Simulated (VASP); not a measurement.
A run of VASP 6.6.1:

File INCAR:

```
PREC = Accurate
ENCUT = 520
EDIFF = 1E-6
ISMEAR = 0
SIGMA = 0.15
LREAL = F
LASPH = T
NELM = 60
ALGO = Normal
ISIF = 2
LWAVE = F
LCHARG = F
GGA = PE
NBANDS = 22
```

File KPOINTS:

```
regular mesh
0
Gamma
  8 8 8
```

POSCAR

```
InSb3
1.0
    4.7657240740      0.0000000000      0.0000000000
    0.0000000000      4.7657240740      0.0000000000
    0.0000000000      0.0000000000      4.7657240740
In Sb
1 3
Direct
    0.0000000000      0.0000000000      0.0000000000
    0.5000000000      0.0000000000      0.5000000000
    0.0000000000      0.5000000000      0.5000000000
    0.5000000000      0.5000000000      0.0000000000
```

Potentials or basis: VASP PAW PBE potentials, release 64 (In_d, Sb).

Run with:

```sh
$ cat potpaw_PBE.64/In_d/POTCAR potpaw_PBE.64/Sb/POTCAR > POTCAR
$ mpirun -np 1 vasp_std > vasp.out
```

Hardware: 1 thread of Intel Xeon 8259CL, on a shared host.

Task: Estimate the wall time of this run.

Result: It took 84 s on 1 thread of Intel Xeon 8259CL, with other jobs on the host, peak memory 0.25 GiB. Counts: scf iterations 10, k points 35.
